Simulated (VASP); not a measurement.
# ZrC (Fm-3m) in VASP: vibrations by perturbation theory with PBEsol

Aim: the vibrations by perturbation theory of ZrC with PBEsol.

Everything below comes from runs of VASP 6.6.1. Logs are shortened: lines on timing, memory, paths and dates and some standing lists are left out, and cuts for length are marked.

### Step 1. The cell of the first run

The structure is cubic, space group Fm-3m (No. 225). Conventional cell: a = 4.669 Å, b = 4.669 Å, c = 4.669 Å, α = 90.00°, β = 90.00°, γ = 90.00°. Within 3.1 Å of Zr (site symmetry m-3m) lie 6 C at 2.33 Å. C (site symmetry m-3m) has 6 Zr at 2.33 Å within 3.1 Å.

### Step 2. Vibrations by perturbation theory, PBEsol (phonons by finite displacements)

Contents of INCAR:

```
PREC = Accurate
ENCUT = 520
EDIFF = 1E-8
ISMEAR = 0
SIGMA = 0.15
LREAL = F
LASPH = T
NELM = 80
ALGO = Normal
ISIF = 2
LWAVE = F
LCHARG = F
GGA = PS
IBRION = 8
NSW = 1
```

Contents of KPOINTS:

```
regular mesh
0
Gamma
  12 12 12
```

Contents of POSCAR:

```
ZrC
1.0
    0.0000000000      2.3344752094      2.3344752094
    2.3344752094      0.0000000000      2.3344752094
    2.3344752094      2.3344752094      0.0000000000
Zr C
1 1
Direct
    0.5000000000      0.5000000000      0.5000000000
    0.0000000000      0.0000000000      0.0000000000
```

Potentials or basis: VASP PAW PBE potentials, release 64 (Zr_sv, C).

The run is started by

```bash
> cat potpaw_PBE.64/Zr_sv/POTCAR potpaw_PBE.64/C/POTCAR > POTCAR
> mpirun -np 1 vasp_std > vasp.out
```

OUTCAR:

```text
PREC = Accurate
   ENCUT = 520
   EDIFF = 1E-8
   ISMEAR = 0
   LREAL = F
   LASPH = T
   NELM = 80
   ISIF = 2
   GGA = PS
   IBRION = 8
   NSW = 1

 ion  position               nearest neighbor table
   1  0.500  0.500  0.500-   2 2.33   2 2.33   2 2.33   2 2.33   2 2.33   2 2.33
   2  0.000  0.000  0.000-   1 2.33   1 2.33   1 2.33   1 2.33   1 2.33   1 2.33

  LATTYP: Found a face centered cubic cell.
 ALAT       =     4.6689504188

  Lattice vectors:

 A1 = (   0.0000000000,   2.3344752094,   2.3344752094)
 A2 = (   2.3344752094,   0.0000000000,   2.3344752094)
 A3 = (   2.3344752094,   2.3344752094,   0.0000000000)

Analysis of symmetry for initial positions (statically):
=====================================================================
 Subroutine PRICEL returns:
 Original cell was already a primitive cell.

 Routine SETGRP: Setting up the symmetry group for a
 face centered cubic supercell.

 Subroutine GETGRP returns: Found 48 space group operations
[... 9 lines left out ...]

 Routine SETGRP: Setting up the symmetry group for a
 face centered cubic supercell.

 Subroutine GETGRP returns: Found 48 space group operations
[... 11 lines left out ...]
                                     Primitive cell

  volume of cell :      25.4447

  direct lattice vectors                    reciprocal lattice vectors
     0.000000000  2.334475209  2.334475209    -0.214180899  0.214180899  0.214180899
     2.334475209  0.000000000  2.334475209     0.214180899 -0.214180899  0.214180899
     2.334475209  2.334475209  0.000000000     0.214180899  0.214180899 -0.214180899

  length of vectors
     3.301446502  3.301446502  3.301446502     0.370972200  0.370972200  0.370972200

  position of ions in fractional coordinates (direct lattice)
     0.500000000  0.500000000  0.500000000
     0.000000000  0.000000000  0.000000000

  ion indices of the primitive-cell ions
   primitive index   ion index
                 1           1
                 2           2

----------------------------------------------------------------------------------------

 KPOINTS: regular mesh

Automatic generation of k-mesh.
 Grid dimensions read from file:
 generate k-points for:   12   12   12

 Generating k-lattice:

  Cartesian coordinates                     Fractional coordinates (reciprocal lattice)
    -0.017848408  0.017848408  0.017848408     0.083333333  0.000000000  0.000000000
     0.017848408 -0.017848408  0.017848408     0.000000000  0.083333333  0.000000000
     0.017848408  0.017848408 -0.017848408     0.000000000  0.000000000  0.083333333

  Length of vectors
     0.030914350  0.030914350  0.030914350

  Shift w.r.t. Gamma in fractional coordinates (k-lattice)
     0.000000000  0.000000000  0.000000000

 Subroutine IBZKPT returns following result:
 ===========================================

 Found     72 irreducible k-points:

 Following reciprocal coordinates:
            Coordinates               Weight
  0.000000  0.000000  0.000000      1.000000
  0.083333  0.000000  0.000000      8.000000
  0.166667  0.000000  0.000000      8.000000
  0.250000  0.000000  0.000000      8.000000
  0.333333  0.000000  0.000000      8.000000
  0.416667  0.000000  0.000000      8.000000
[... 16 lines left out ...]
  0.500000  0.166667  0.000000     24.000000
 -0.416667  0.166667  0.000000     24.000000
 [... further k-points ...]
   k-points           NKPTS =     72   k-points in BZ     NKDIM =     72   number of bands    NBANDS=     12
   number of dos      NEDOS =    301   number of ions     NIONS =      2
   total plane-waves  NPLWV =  21952
   dimension x,y,z NGX =    28 NGY =   28 NGZ =   28
   dimension x,y,z NGXF=    56 NGYF=   56 NGZF=   56
   ions per type =               1   1
   NGX,Y,Z   is equivalent  to a cutoff of  14.10, 14.10, 14.10 a.u.
[... 40 lines left out ...]
   LEPSILON=     F    determine dielectric tensor
   LRPA    =     F    only Hartree local field effects (RPA)
 non-spin polarized calculation
 Gauss-broadening in eV      SIGMA  =   0.15
  energy-cutoff  :      520.00
  volume of cell :       25.44
 maximum number of plane-waves:       701
 NGX is ok and might be reduce to    28
   NGX = 13   NGY = 13   NGZ = 13

--------------------------------------- Ionic step        1  -------------------------------------------

 number of electron      16.0000000 magnetization

 Free energy of the ion-electron system (eV)
  ---------------------------------------------------
  ext. energy  EPLUGINS =         0.00000000
  ---------------------------------------------------
  free energy    TOTEN  =       -20.57381250 eV

  energy without entropy =      -20.56972565  energy(sigma->0) =      -20.57176907

 E-fermi :   9.7563     XC(G=0): -12.3796

 val. band max:        9.7041831833   @ k =   0.4167   0.4167   0.0000
 cond. band min:       9.7943487948   @ k =   0.1667   0.1667   0.0000
 fundamental gap:      0.0901656114
 Fermi energy:         9.7563306056

 k-point     1 :       0.0000    0.0000    0.0000
  band No.  band energies     occupation
      1     -38.1715      2.00000
      2     -15.8986      2.00000
      3     -15.8986      2.00000
      4     -15.8986      2.00000
      5      -1.6255      2.00000
      6      10.6831      0.00000
      7      10.6831      0.00000
      8      10.6831      0.00000
      9      10.7889      0.00000
     10      10.7889      0.00000
     11      10.7889      0.00000
     12      12.5893      0.00000
[... 331 lines left out ...]
 k-point    24 :      -0.4167    0.1667    0.0000
  band No.  band energies     occupation
      1     -38.0470      2.00000
      2     -16.7376      2.00000
      3     -16.1549      2.00000
      4     -16.0184      2.00000
      5       1.1167      2.00000
      6       4.9670      2.00000
      7       7.0224      2.00000
      8       7.0888      2.00000
      9      13.4795      0.00000
     10      14.0691      0.00000
     11      14.6628      0.00000
     12      17.8956      0.00000

 [... further k-points ...]
[... 5 lines left out ...]
  --------------------------------------------------------------------------------------
  -------------------------------------------------------------------------------------
  Total        0.0678257      0.0678257      0.0678257      0.0000000     -0.0000000      0.0000000
  in kB        4.2707804      4.2707804      4.2707804      0.0000000     -0.0000000      0.0000000
  external PRESSURE =       4.2707804 kB  Pullay stress =       0.0000000 kB

 VOLUME and BASIS-vectors are now :
 -----------------------------------------------------------------------------
  energy-cutoff  :      520.00
  volume of cell :       25.44
      direct lattice vectors                 reciprocal lattice vectors
     0.000000000  2.334475209  2.334475209    -0.214180899  0.214180899  0.214180899
     2.334475209  0.000000000  2.334475209     0.214180899 -0.214180899  0.214180899
     2.334475209  2.334475209  0.000000000     0.214180899  0.214180899 -0.214180899

 POSITION                                       TOTAL-FORCE (eV/Angst)
 -----------------------------------------------------------------------------------
      2.33448      2.33448      2.33448         0.000000      0.000000      0.000000
      0.00000      0.00000      0.00000         0.000000     -0.000000      0.000000
 -----------------------------------------------------------------------------------
    total drift:                                0.000000      0.000000      0.000000

  FREE ENERGIE OF THE ION-ELECTRON SYSTEM (eV)
  ---------------------------------------------------
  free  energy   TOTEN  =       -20.5738124961 eV

  energy  without entropy=      -20.5697256492  energy(sigma->0) =      -20.57176907

[... ionic steps 2 to 3 ...]

--------------------------------------- Ionic step        4  -------------------------------------------

------------------------ aborting loop because EDIFF is reached ----------------------------------------

[... ionic steps 5 to 6 ...]

--------------------------------------- Ionic step        7  -------------------------------------------

 Free energy of the ion-electron system (eV)
  ---------------------------------------------------
  ---------------------------------------------------
  free energy    TOTEN  =        -0.11864954 eV

  energy without entropy =       -0.11864954

------------------------ aborting loop because EDIFF is reached ----------------------------------------

 INTERNAL STRAIN TENSOR  FOR ION    2  DIRECTION 1   (eV/Angst):
 -----------------------------------------------------------------------------
     0.01580 -0.00000  0.00000
    -0.00000 -0.01143  0.00000
     0.00000  0.00000 -0.01143

 INTERNAL STRAIN TENSOR FOR ION    2 for displacements in x,y,z  (eV/Angst):
          X           Y           Z          XY          YZ          ZX
  --------------------------------------------------------------------------------
  x     0.00000     0.00000     0.00000     0.00000     0.00000     0.00000
  y     0.00000     0.00000     0.00000     0.00000     0.00000     0.00000
  z     0.00000     0.00000     0.00000     0.00000     0.00000     0.00000

 SECOND DERIVATIVES (NOT SYMMETRIZED)
 ------------------------------------
               1X          1Y          1Z          2X          2Y          2Z
  1X    -7.395086    0.000000    0.000000    7.395086    0.000000    0.000000
  1Y     0.000000   -7.395086    0.000000    0.000000    7.395086    0.000000
  1Z     0.000000    0.000000   -7.395086    0.000000    0.000000    7.395086
  2X     7.358178    0.000000    0.000000   -7.358178    0.000000    0.000000
  2Y     0.000000    7.358178    0.000000    0.000000   -7.358178    0.000000
  2Z     0.000000    0.000000    7.358178    0.000000    0.000000   -7.358178

 Eigenvectors and eigenvalues of the dynamical matrix
 ----------------------------------------------------

   1 f  =   13.020631 THz    81.811038 2PiTHz  434.321502 cm-1    53.848979 meV
             X         Y         Z           dx          dy          dz
      2.334475  2.334475  2.334475     0.341851   -0.000000    0.000000
      0.000000  0.000000  0.000000    -0.939754   -0.000000    0.000000
[... 21 lines left out ...]
   6 f/i=    0.010464 THz     0.065750 2PiTHz    0.349056 cm-1     0.043277 meV
             X         Y         Z           dx          dy          dz
      2.334475  2.334475  2.334475     0.002497    0.919304   -0.194968
      0.000000  0.000000  0.000000     0.000908    0.334412   -0.070923

--------------------------------------------------------------------------------------------------------

 ELASTIC MODULI CONTR FROM IONIC RELAXATION (kBar)
 Direction    XX          YY          ZZ          XY          YZ          ZX
 --------------------------------------------------------------------------------
 XX           0.0000      0.0000      0.0000      0.0000      0.0000      0.0000
 YY           0.0000      0.0000      0.0000      0.0000      0.0000      0.0000
 ZZ           0.0000      0.0000      0.0000      0.0000      0.0000      0.0000
 XY           0.0000      0.0000      0.0000      0.0000      0.0000      0.0000
 YZ           0.0000      0.0000      0.0000      0.0000      0.0000      0.0000
 ZX           0.0000      0.0000      0.0000      0.0000      0.0000      0.0000
 --------------------------------------------------------------------------------
```

Run time: 2.6 min. Hardware: 1 thread of Intel Xeon 6975P-C (Granite Rapids), shared host; peak memory 0.27 GiB.

What came out:

- Highest phonon frequency at Γ, LO-TO splitting left out: 434 cm⁻¹

Phonon frequencies in cm⁻¹ (negative: imaginary):
```
              q point        frequencies
(0.000, 0.000, 0.000)  0 0 0 434 434 434
```

Caveat: the cell differs from its parent crystal (phonons by finite displacements); the PAW data sets were made with another functional, which shifts forces and pressure a little.
